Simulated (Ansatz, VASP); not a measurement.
One calculation of In2PtSe2, two programs

INCAR

```
PREC = Accurate
ENCUT = 520
EDIFF = 1E-6
ISMEAR = 0
SIGMA = 0.1
LREAL = False
LASPH = True
NELM = 150
ALGO = Normal
ISIF = 2
LWAVE = False
LCHARG = False
ISPIN = 2
MAGMOM = 0 0 1 0 0
LORBIT = 11
LMAXMIX = 4
GGA = PE
NBANDS = 36
```

KPOINTS

```
regular mesh
0
Gamma
  6 6 6
```

Contents of POSCAR:

```
In2PtSe2
1.0
   -1.8606894612      3.9883178944      4.3711800684
    1.8606894612     -3.9883178944      4.3711800684
    1.8606894612      3.9883178944     -4.3711800684
In Pt Se
2 1 2
Direct
    0.2033242620      0.2033242620      0.0000000000
    0.7966757380      0.7966757380      0.0000000000
    0.5000000000      0.0000000000      0.5000000000
    0.7136854626      0.5000000000      0.2136854626
    0.2863145374      0.5000000000      0.7863145374
```

Input for Ansatz:

```yaml
crystal:
  lattice:
    - [-1.8606894612, 3.9883178944, 4.3711800684]
    - [1.8606894612, -3.9883178944, 4.3711800684]
    - [1.8606894612, 3.9883178944, -4.3711800684]
  atoms:
    - { symbol: In, position: [0.203324262, 0.203324262, 0.0] }
    - { symbol: In, position: [0.796675738, 0.796675738, 0.0] }
    - { symbol: Pt, position: [0.5, 0.0, 0.5], spin: 1.0 }
    - { symbol: Se, position: [0.7136854626, 0.5, 0.2136854626] }
    - { symbol: Se, position: [0.2863145374, 0.5, 0.7863145374] }
basis:
  ecutwfc: 420
kpoints:
  mp_grid: { grid: [6, 6, 6] }
hamiltonian:
  xc: pbe
scf:
  occupations: { method: gaussian, width: 0.1 }
  lower_state_search: "off"
output:
  forces: true
  stress: true
  eigenvalues: true
  populations: true
magnetization:
  spin_polarized: true
```

Alike in both runs: task single point; functional PBE; k mesh 6 × 6 × 6; occupations gaussian, width 0.1 eV; collinear spin.

|  | VASP | Ansatz |
| --- | --- | --- |
| version | VASP 6.6.1 | Ansatz 0.2.0 |
| potentials or method | VASP PAW PBE potentials, release 64 (In_d, Pt, Se), cutoff 520 eV | scalar-relativistic, plane waves, PAW |
| valence electrons in the cell | 48 | 76 |

|  | VASP | Ansatz | Ansatz less VASP |
| --- | --- | --- | --- |
| gap on the k mesh at the Fermi level (eV) | none | none | - |
| pressure (GPa) | 0.0 | 0.1 | +0.02 |
| traceless stress, the component that is largest in VASP (GPa) | 0.20 | 0.21 | +0.011 |
| rms of the force components (eV/Å) | 0.003 | 0.003 | +0.0005 |
| net moment per atom (μB) | 0.00 | 0.00 | 0.000 |

Atom by atom the forces differ by 0.003 eV/Å (rms over components). A gap of «none» marks a metal or a gap that the smearing closes. With one functional, cell and mesh, what is left measures potentials, basis and numerics. VASP's potentials hold 48 valence electrons a cell and Ansatz's 76, so a difference there can come from the potentials and not from the codes. Ansatz's warnings: seeded moment not kept.

Neither program's run includes spin-orbit coupling.
